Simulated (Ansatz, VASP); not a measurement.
# One calculation of Ba, two programs

Contents of INCAR:

```
SYSTEM = Ba
PREC = Accurate
ENCUT = 520
EDIFF = 1E-6
ISMEAR = 0
SIGMA = 0.15
LREAL = .FALSE.
LASPH = .TRUE.
NELM = 80
ALGO = Fast
ISIF = 2
LWAVE = .FALSE.
LCHARG = .FALSE.
GGA = PE
NBANDS = 11
```

The input KPOINTS:

```
regular mesh
0
G
  14 14 14
  0 0 0
```

POSCAR

```
Ba
1.0
   -2.4250000000      2.4250000000      2.5750000000
    2.4250000000     -2.4250000000      2.5750000000
    2.4250000000      2.4250000000     -2.5750000000
Ba
1
Direct
    0.0000000000      0.0000000000      0.0000000000
```

Input for Ansatz:

```yaml
crystal:
  lattice:
    - [-2.425, 2.425, 2.575]
    - [2.425, -2.425, 2.575]
    - [2.425, 2.425, -2.575]
  atoms:
    - { symbol: Ba, position: [0.0, 0.0, 0.0] }
basis:
  ecutwfc: 420
kpoints:
  mp_grid: { grid: [14, 14, 14] }
hamiltonian:
  xc: pbe
scf:
  occupations: { method: gaussian, width: 0.15 }
output:
  forces: true
  stress: true
  eigenvalues: true
```

Change from the starting cell: strain -0.030 along x and y, +0.030 along z, atoms carried along.

Alike in both runs: task single point; functional PBE; k mesh 14 × 14 × 14; occupations gaussian, width 0.15 eV; no spin polarisation.

|  | VASP | Ansatz |
| --- | --- | --- |
| version | VASP 6.6.1 | Ansatz 0.2.0 |
| potentials or method | VASP PAW PBE potentials, release 64 (Ba_sv), cutoff 520 eV | scalar-relativistic, plane waves, PAW |
| valence electrons in the cell | 10 | 10 |

```csv
,VASP,Ansatz,Ansatz less VASP
gap on the k mesh at the Fermi level (eV),none,none,-
pressure (GPa),0.5,0.4,-0.06
"traceless stress, the component that is largest in VASP (GPa)",-0.17,-0.17,+0.002
```

A gap of «none» marks a metal or a gap that the smearing closes.

Spin-orbit coupling is off throughout.
